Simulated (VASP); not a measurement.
# HfO2: single point with r2SCAN

The system is HfO2.

```
CELL_PARAMETERS angstrom
5.22890 0.00000 0.00000
0.00000 5.01791 0.00000
0.00000 0.00000 5.04223
ATOMIC_POSITIONS crystal
Hf 0.01316 0.25702 0.21953
Hf 0.48684 0.25702 0.71953
Hf 0.51316 0.74298 0.21953
Hf 0.98684 0.74298 0.71953
O 0.32775 0.06205 0.39065
O 0.17225 0.06205 0.89065
O 0.77414 0.45050 0.50282
O 0.72586 0.45050 0.00282
O 0.22586 0.54950 0.00282
O 0.27414 0.54950 0.50282
O 0.82775 0.93795 0.39065
O 0.67225 0.93795 0.89065
```

This cell differs from its parent crystal: atoms moved along the polar distortion.

- Program: VASP 6.6.1
- Task: single point
- Functional: r2SCAN
- Potentials or basis: VASP PAW PBE potentials, release 64 (Hf_pv, O)
- Cutoff: 520 eV
- k mesh: 6 × 6 × 6
- Occupations: gaussian, width 0.01 eV
- Spin: no spin polarisation
- Dipole correction: no
- Further INCAR settings: ALGO = Normal; EDIFF = 1e-06; NBANDS = 56

* Pressure: 1.9 GPa
* Largest force: 1.020 eV/Å
* Band gap on the k mesh: 4.58 eV (least direct gap 5.11 eV)

Forces in eV/Å, atoms in the order of the input:
```
Hf   0.536  0.664  0.558
Hf  -0.536  0.664  0.558
Hf   0.536 -0.664  0.558
Hf  -0.536 -0.664  0.558
O    0.588 -0.115 -0.199
O   -0.588 -0.115 -0.199
O   -0.438  0.147 -0.359
O    0.438  0.147 -0.359
O    0.438 -0.147 -0.359
O   -0.438 -0.147 -0.359
O    0.588  0.115 -0.199
O   -0.588  0.115 -0.199
```

Stress tensor (GPa, compression positive):
```
-4.70  0.00  0.00
 0.00  5.38  0.00
 0.00  0.00  5.07
```

Levels at points of the mesh, in eV from the valence-band top:
```csv
k point,band 41,band 42,band 43,band 44,band 45,band 46,band 47,band 48
"(0.00, 0.00, 0.00)",-0.42,-0.32,-0.28,0.00,5.16,5.19,5.36,5.46
"(0.50, 0.00, 0.00)",-0.47,-0.47,-0.29,-0.29,5.60,5.60,5.78,5.78
"(0.00, 0.50, 0.00)",-0.62,-0.47,-0.37,-0.36,5.13,5.48,5.49,5.65
"(0.50, 0.50, 0.00)",-0.91,-0.91,-0.48,-0.48,4.80,4.80,5.34,5.34
"(0.00, 0.00, 0.50)",-0.47,-0.47,-0.45,-0.45,5.34,5.34,5.55,5.55
"(0.50, 0.00, 0.50)",-0.77,-0.77,-0.77,-0.77,5.20,5.20,5.20,5.20
"(0.00, 0.50, 0.50)",-1.10,-1.10,-0.85,-0.85,4.88,4.88,5.60,5.60
"(0.50, 0.50, 0.50)",-1.22,-1.22,-1.22,-1.22,4.67,4.67,4.67,4.67
```

Wall time 14 min on 1 thread of Intel(R) Xeon(R) 6975P-C (Granite Rapids) (shared host), peak memory 0.49 GiB.

Caveat: the cell differs from its parent crystal (atoms moved along the polar distortion); the stress differs along the axes, from -5 to 5 GPa; the PAW data sets were made with another functional, which shifts forces and pressure a little; spin-orbit coupling is left out, which moves the levels of the heavy elements. A k mesh can miss the band edges.
